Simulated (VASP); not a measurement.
# TaSi2 (C2) in VASP: notebook

TaSi2 is run at these levels: PBEsol; tasks: single point.

All numbers are computed with VASP 6.6.1; they aren't measurements. Logs are shortened: lines on timing, memory, paths and dates and some standing lists are left out, and cuts for length are marked.

### 1 The cell of the first run

Symmetry: C2, No. 5, monoclinic system. The conventional cell has a = 4.761 Å, b = 8.246 Å, c = 6.556 Å, α = 90.00°, β = 90.00°, γ = 90.00°. Ta (site symmetry 2) has 10 Si at 2.60 to 2.81 Å and 4 Ta at 3.23 Å within 3.4 Å. Ta (site symmetry 1) has 10 Si at 2.59 to 2.81 Å and 4 Ta at 3.23 Å within 3.4 Å. Within 3.4 Å of Si (site symmetry 2) lie 9 Si at 2.56 to 3.28 Å and 5 Ta at 2.59 to 2.77 Å. Si (site symmetry 1) has 9 Si at 2.55 to 3.31 Å and 5 Ta at 2.60 to 2.81 Å within 3.4 Å. Within 3.4 Å of Si (site symmetry 1) lie 9 Si at 2.55 to 3.31 Å and 5 Ta at 2.60 to 2.81 Å. Si (site symmetry 2) has 9 Si at 2.55 to 3.31 Å and 5 Ta at 2.60 to 2.81 Å within 3.4 Å.

### 2 Single point, PBEsol (atom 4 (Si) moved +0.040 Å towards its neighbour atom 1 (Ta) at 2.810 Å)

File INCAR:

```
PREC = Accurate ; ENCUT = 520
EDIFF = 1E-7 ; ISMEAR = 0
SIGMA = 0.15 ; LREAL = F
LASPH = T ; NELM = 60
ALGO = Normal ; ISIF = 2
LWAVE = F ; LCHARG = F
GGA = PS ; NBANDS = 38
```

File KPOINTS:

```
Automatic mesh
0
Gamma
  12 12 6
```

File POSCAR:

```
TaSi2
1.0
    4.7608595394      0.0000000000      0.0000000000
   -2.3804297697      4.1230253050      0.0000000000
    0.0000000000      0.0000000000      6.5557841079
Ta Si
3 6
Direct
    0.5000000000      0.0000000000      0.5000000000
    0.5000000000      0.5000000000      0.8333333333
    0.0000000000      0.5000000000      0.1666666667
    0.1641183494      0.3282366989      0.5000000000
    0.8407324576      0.1592675424      0.8333333333
    0.6814649151      0.8407324576      0.1666666667
    0.8407324576      0.6814649151      0.5000000000
    0.1592675424      0.8407324576      0.8333333333
    0.3185350849      0.1592675424      0.1666666667
```

Potentials or basis: VASP PAW PBE potentials, release 64 (Ta_pv, Si).

Started as:

```bash
> cat potpaw_PBE.64/Ta_pv/POTCAR potpaw_PBE.64/Si/POTCAR > POTCAR
> mpirun -np 1 vasp_std > vasp.out
```

OUTCAR:

```text
PREC = Accurate
   ENCUT = 520
   EDIFF = 1E-7
   ISMEAR = 0
   LREAL = F
   LASPH = T
   NELM = 60
   ISIF = 2
   GGA = PS

 ion  position               nearest neighbor table
   1  0.500  0.000  0.500-   6 2.60   9 2.60   8 2.60   5 2.60   7 2.72   7 2.72   4 2.74   4 2.74
                             4 2.77   7 2.81   2 3.23   2 3.23   3 3.23   3 3.23
   2  0.500  0.500  0.833-   4 2.59   7 2.60   6 2.60   9 2.60   8 2.72   5 2.72   8 2.72   5 2.72
                             8 2.81   5 2.81   1 3.23   1 3.23   3 3.23   3 3.23
   3  0.000  0.500  0.167-   4 2.59   7 2.60   5 2.60   8 2.60   9 2.72   6 2.72   9 2.72   6 2.72
                             6 2.81   9 2.81   1 3.23   1 3.23   2 3.23   2 3.23
   4  0.164  0.328  0.500-   5 2.56   9 2.56   3 2.59   2 2.59   7 2.67   1 2.74   1 2.74   1 2.77
                             7 2.79   7 2.79
   5  0.841  0.159  0.833-   6 2.55   4 2.56   1 2.60   3 2.60   8 2.63   2 2.72   2 2.72   2 2.81
                             8 2.81   8 2.81
   6  0.681  0.841  0.167-   7 2.55   5 2.55   1 2.60   2 2.60   9 2.63   3 2.72   3 2.72   3 2.81
                             9 2.81   9 2.81
   7  0.841  0.681  0.500-   8 2.55   6 2.55   3 2.60   2 2.60   4 2.67   1 2.72   1 2.72   4 2.79
                             4 2.79   1 2.81
   8  0.159  0.841  0.833-   7 2.55   9 2.55   1 2.60   3 2.60   5 2.63   2 2.72   2 2.72   2 2.81
                             5 2.81   5 2.81
   9  0.319  0.159  0.167-   8 2.55   4 2.56   1 2.60   2 2.60   6 2.63   3 2.72   3 2.72   3 2.81
                             6 2.81   6 2.81

  LATTYP: Found a hexagonal cell.
 ALAT       =     4.7608595394
 C/A-ratio  =     1.3770169134

  Lattice vectors:

 A1 = (   4.7608595394,   0.0000000000,   0.0000000000)
 A2 = (  -2.3804297697,   4.1230253050,   0.0000000000)
 A3 = (   0.0000000000,   0.0000000000,   6.5557841079)

Analysis of symmetry for initial positions (statically):
=====================================================================
 Subroutine PRICEL returns:
 Original cell was already a primitive cell.

 Routine SETGRP: Setting up the symmetry group for a
 hexagonal supercell.

 Subroutine GETGRP returns: Found  2 space group operations
 (whereof  2 operations were pure point group operations)
 out of a pool of 24 trial point group operations.

The static configuration has the point symmetry C_2 .

Analysis of symmetry for dynamics (positions and initial velocities):
=====================================================================
 Subroutine PRICEL returns:
 Original cell was already a primitive cell.

 Routine SETGRP: Setting up the symmetry group for a
 hexagonal supercell.

 Subroutine GETGRP returns: Found  2 space group operations
 (whereof  2 operations were pure point group operations)
 out of a pool of 24 trial point group operations.

The dynamic configuration has the point symmetry C_2 .

 Subroutine INISYM returns: Found  2 space group operations
 (whereof  2 operations are pure point group operations),
 and found     1 'primitive' translations

----------------------------------------------------------------------------------------

                                     Primitive cell

  volume of cell :     128.6844

  direct lattice vectors                    reciprocal lattice vectors
     4.760859539  0.000000000  0.000000000     0.210046104  0.121270175  0.000000000
    -2.380429770  4.123025305  0.000000000     0.000000000  0.242540350  0.000000000
     0.000000000  0.000000000  6.555784108     0.000000000  0.000000000  0.152537055

  length of vectors
     4.760859539  4.760859539  6.555784108     0.242540350  0.242540350  0.152537055

  position of ions in fractional coordinates (direct lattice)
     0.500000000  0.000000000  0.500000000
     0.500000000  0.500000000  0.833333333
     0.000000000  0.500000000  0.166666667
     0.164118349  0.328236699  0.500000000
     0.840732458  0.159267542  0.833333333
     0.681464915  0.840732458  0.166666667
     0.840732458  0.681464915  0.500000000
     0.159267542  0.840732458  0.833333333
     0.318535085  0.159267542  0.166666667

  ion indices of the primitive-cell ions
   primitive index   ion index
                 1           1
                 2           2
                 3           3
                 4           4
                 5           5
                 6           6
                 7           7
                 8           8
                 9           9

----------------------------------------------------------------------------------------

 KPOINTS: Automatic mesh

Automatic generation of k-mesh.
 Grid dimensions read from file:
 generate k-points for:   12   12    6

 Generating k-lattice:

  Cartesian coordinates                     Fractional coordinates (reciprocal lattice)
     0.017503842  0.010105848  0.000000000     0.083333333  0.000000000  0.000000000
     0.000000000  0.020211696  0.000000000     0.000000000  0.083333333  0.000000000
     0.000000000  0.000000000  0.025422842     0.000000000  0.000000000  0.166666667

  Length of vectors
     0.020211696  0.020211696  0.025422842

  Shift w.r.t. Gamma in fractional coordinates (k-lattice)
     0.000000000  0.000000000  0.000000000

 Subroutine IBZKPT returns following result:
 ===========================================

 Found    242 irreducible k-points:

 Following reciprocal coordinates:
            Coordinates               Weight
  0.000000  0.000000  0.000000      1.000000
  0.083333 -0.000000  0.000000      4.000000
  0.000000  0.083333  0.000000      2.000000
  0.166667  0.000000  0.000000      4.000000
  0.000000  0.166667  0.000000      2.000000
  0.250000 -0.000000  0.000000      4.000000
[... 16 lines left out ...]
 -0.083333  0.416667  0.000000      4.000000
 -0.416667  0.333333  0.000000      4.000000
 [... further k-points ...]
   k-points           NKPTS =    242   k-points in BZ     NKDIM =    242   number of bands    NBANDS=     38
   number of dos      NEDOS =    301   number of ions     NIONS =      9
   total plane-waves  NPLWV =  64800
   dimension x,y,z NGX =    36 NGY =   36 NGZ =   50
   dimension x,y,z NGXF=    72 NGYF=   72 NGZF=  100
   ions per type =               3   6
   NGX,Y,Z   is equivalent  to a cutoff of  12.57, 12.57, 12.68 a.u.
   NGXF,Y,Z  is equivalent  to a cutoff of  25.14, 25.14, 25.36 a.u.
 SYSTEM =  unknown system
   PREC   = accura    normal or accurate (medium, high low for compatibility)
   ISTART =      0    job   : 0-new  1-cont  2-samecut
   ICHARG =      2    charge: 1-file 2-atom 10-const
   ISPIN  =      1    spin polarized calculation?
   LNONCOLLINEAR =      F non collinear calculations
   LSORBIT =      F    spin-orbit coupling
   LASPH  =      T    aspherical Exc in radial PAW
   ENCUT  =  520.0 eV  38.22 Ry    6.18 a.u.   8.85  8.85 12.19*2*pi/ulx,y,z
   NELM   =     60;   NELMIN=  2; NELMDL= -5     # of ELM steps
   EDIFF  = 0.1E-06   stopping-criterion for ELM
   LREAL  =      F    real-space projection
   EDIFFG = 0.1E-05   stopping-criterion for IOM
   NSW    =      0    number of steps for IOM
   IBRION =     -1    ionic relax: 0-MD 1-quasi-New 2-CG
   NFREE  =      0    steps in history (QN), initial steepest desc. (CG)
   ISIF   =      2    stress and relaxation
   ISYM   =      2    0-nonsym 1-usesym 2-fastsym
   POTIM  = 0.5000    time-step for ionic-motion
   TEBEG  =    0.0;   TEEND  =   0.0 temperature during run
   PSTRESS=    0.0 pullay stress
   NELECT =      57.0000    total number of electrons
   NUPDOWN=      -1.0000    fix difference up-down
   EMIN   =  10.00;   EMAX   =-10.00  energy-range for DOS
   EFERMI =   0.00;   METHOD = LEGACY
   ISMEAR =     0;   SIGMA  =   0.15  broadening in eV -4-tet -1-fermi 0-gaus
   EFERMI_NEDOS =   21; number of points for ismear=-14 and -15
   IALGO  =     38    algorithm
   IMIX   =      4    mixing-type and parameters
     AMIX     =   0.40;   BMIX     =  1.00
     AMIX_MAG =   1.60;   BMIX_MAG =  1.00
  volume/ion in A,a.u.               =      14.30        96.49
  Fermi-wavevector in a.u.,A,eV,Ry     =   1.247933  2.358251 21.188838  1.557336
  Thomas-Fermi vector in A             =   2.382042
   LORBIT       =      0    0 simple, 1 ext, 2 COOP (PROOUT), +10 PAW based schemes
   GGA     = PS    functional components
   LHFCALC =     F    Hartree Fock is set to
   AEXX    =    0.0000 exact exchange contribution
   IVDW    =     0    specifies the selected vdW correction
   LEPSILON=     F    determine dielectric tensor
   LRPA    =     F    only Hartree local field effects (RPA)
 non-spin polarized calculation
 Gauss-broadening in eV      SIGMA  =   0.15
  energy-cutoff  :      520.00
  volume of cell :      128.68
 maximum number of plane-waves:      3501
   NGX = 17   NGY = 17   NGZ = 25

 number of electron      56.9999999 magnetization

 Free energy of the ion-electron system (eV)
  ---------------------------------------------------
  ext. energy  EPLUGINS =         0.00000000
  ---------------------------------------------------
  free energy    TOTEN  =       -77.35865056 eV

  energy without entropy =      -77.31748664  energy(sigma->0) =      -77.33806860

 E-fermi :   9.3965     XC(G=0): -12.2050

 val. band max:        9.3963319293   @ k =  -0.0833   0.4167   0.5000
 cond. band min:       9.3997542638   @ k =  -0.4167   0.3333   0.5000
 fundamental gap:      0.0034223346
 Fermi energy:         9.3964868100

 k-point     1 :       0.0000    0.0000    0.0000
  band No.  band energies     occupation
      1     -24.8989      2.00000
      2     -24.8918      2.00000
      3     -24.8894      2.00000
      4     -24.8180      2.00000
      5     -24.8118      2.00000
      6     -24.7239      2.00000
[... 30 lines left out ...]
     37      13.3449      0.00000
     38      13.5136      0.00000

 k-point     2 :       0.0833   -0.0000    0.0000
  band No.  band energies     occupation
      1     -24.9077      2.00000
      2     -24.8979      2.00000
      3     -24.8766      2.00000
      4     -24.8184      2.00000
      5     -24.8115      2.00000
      6     -24.7252      2.00000
[... 30 lines left out ...]
     37      13.2884      0.00000
     38      13.3424      0.00000
[... 859 lines left out ...]
     37      13.4089      0.00000
     38      13.6207      0.00000

 k-point    24 :      -0.4167    0.3333    0.0000
  band No.  band energies     occupation
      1     -24.9458      2.00000
      2     -24.9125      2.00000
      3     -24.8568      2.00000
      4     -24.8210      2.00000
      5     -24.8004      2.00000
      6     -24.7345      2.00000
[... 30 lines left out ...]
     37      13.4487      0.00000
     38      13.5953      0.00000

 [... further k-points ...]
[... 5 lines left out ...]
  --------------------------------------------------------------------------------------
  -------------------------------------------------------------------------------------
  Total        0.2113375      0.1583736      0.5213799      0.0000000      0.0000000      0.1126385
  in kB        2.6312439      1.9718201      6.4914070      0.0000000      0.0000000      1.4023984
  external PRESSURE =       3.6981570 kB  Pullay stress =       0.0000000 kB

 VOLUME and BASIS-vectors are now :
 -----------------------------------------------------------------------------
  energy-cutoff  :      520.00
  volume of cell :      128.68
      direct lattice vectors                 reciprocal lattice vectors
     4.760859539  0.000000000  0.000000000     0.210046104  0.121270175  0.000000000
    -2.380429770  4.123025305  0.000000000     0.000000000  0.242540350  0.000000000
     0.000000000  0.000000000  6.555784108     0.000000000  0.000000000  0.152537055

 POSITION                                       TOTAL-FORCE (eV/Angst)
 -----------------------------------------------------------------------------------
      2.38043      0.00000      3.27789         0.000000      0.139274      0.000000
      1.19021      2.06151      5.46315         0.022205      0.028006      0.051081
     -1.19021      2.06151      1.09263        -0.022205      0.028006     -0.051081
     -0.00000      1.35333      3.27789        -0.000000     -0.323974      0.000000
      3.62348      0.65666      5.46315         0.018944     -0.008464     -0.034218
      1.24305      3.46636      1.09263         0.013332      0.025972      0.008395
      2.38043      2.80970      3.27789        -0.000000      0.093672      0.000000
     -1.24305      3.46636      5.46315        -0.013332      0.025972     -0.008395
      1.13738      0.65666      1.09263        -0.018944     -0.008464      0.034218
 -----------------------------------------------------------------------------------
    total drift:                                0.000000     -0.000028     -0.000000

  FREE ENERGIE OF THE ION-ELECTRON SYSTEM (eV)
  ---------------------------------------------------
  free  energy   TOTEN  =       -77.3586505552 eV

  energy  without entropy=      -77.3174866350  energy(sigma->0) =      -77.33806860
```

Wall time 9.1 min (1 thread of Intel Xeon 6975P-C (Granite Rapids), shared host); peak memory 0.9 GiB.

Results:

- Free energy: -77.3587 eV
- Pressure: 0.4 GPa
- Largest force: 0.324 eV/Å

Forces in eV/Å, atoms in the order of the input:
```
Ta   0.000  0.139  0.000
Ta   0.022  0.028  0.051
Ta  -0.022  0.028 -0.051
Si   0.000 -0.324  0.000
Si   0.019 -0.008 -0.034
Si   0.013  0.026  0.008
Si   0.000  0.094  0.000
Si  -0.013  0.026 -0.008
Si  -0.019 -0.008  0.034
```

Caveat: the cell differs from its parent crystal (atom 4 (Si) moved +0.040 Å towards its neighbour atom 1 (Ta) at 2.810 Å); the PAW data sets were made with another functional, which shifts forces and pressure a little; spin-orbit coupling is left out, which moves the levels of the heavy elements.

(Continued in part 2 of 3.)
